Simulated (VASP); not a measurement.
Write the native input for VASP 6.6.1 that does the following.

```
Task                   : relaxation of cell and atoms
Functional             : LDA
Potentials or basis    : VASP PAW LDA potentials, release 64 (Si, Mo_sv)
Cutoff                 : 600 eV
k mesh                 : 14 × 14 × 14
Occupations            : fermi-dirac, width 0.05 eV
Spin                   : no spin polarisation
Dipole correction      : no
Further INCAR settings : ALGO = Normal; EDIFF = 1e-06; IBRION = 2; EDIFFG = -0.005; NSW = 100; ISIF = 3
```

The structure of Si2Mo lies in POSCAR:

```
Si2Mo
1.0
   -1.5838372788      1.5838372788      3.8907952652
    1.5838372788     -1.5838372788      3.8907952652
    1.5838372788      1.5838372788     -3.8907952652
Si Mo
2 1
Direct
    0.3330000000      0.3330000000      0.0000000000
    0.6670000000      0.6670000000      0.0000000000
    0.0000000000      0.0000000000      0.0000000000
```

These files were run (other wordings do the same):

INCAR

```
PREC = Accurate
ENCUT = 600
EDIFF = 1E-6
ISMEAR = -1
SIGMA = 0.05
LREAL = False
LASPH = True
NELM = 100
ALGO = Normal
ISIF = 3
LWAVE = False
LCHARG = False
IBRION = 2
NSW = 100
EDIFFG = -0.005
```

KPOINTS

```
Automatic mesh
0
Gamma
  14 14 14
```

Potentials or basis: VASP PAW LDA potentials, release 64 (Si, Mo_sv).

The run is started by

```console
$ cat potpaw_LDA.64/Si/POTCAR potpaw_LDA.64/Mo_sv/POTCAR > POTCAR
$ mpirun -np 1 vasp_std > vasp.out
```

Results of the run:

```yaml
Relaxed_volume: 13.10 Å³/atom
Relaxed_cell: a = 4.494 Å, b = 4.494 Å, c = 4.494 Å, α = 138.60°, β = 138.60°, γ = 59.99°
Space_group_after_relaxing_to_0.05_Å: I4/mmm (No. 139)
Energy_gained_by_relaxing: 2.2 meV/atom
Ionic_steps: 7
Pressure_after_relaxing: 0.0 GPa
Band_gap_on_the_k_mesh: zero (band 11 reaches 13.04 eV, above the bottom of band 12 at 12.10 eV)
```

Run time: 9.9 min on 1 thread of Intel(R) Xeon(R) Platinum 8259CL CPU @ 2.50GHz (Skylake/Cascade Lake), with other jobs on the host, peak memory 0.31 GiB.
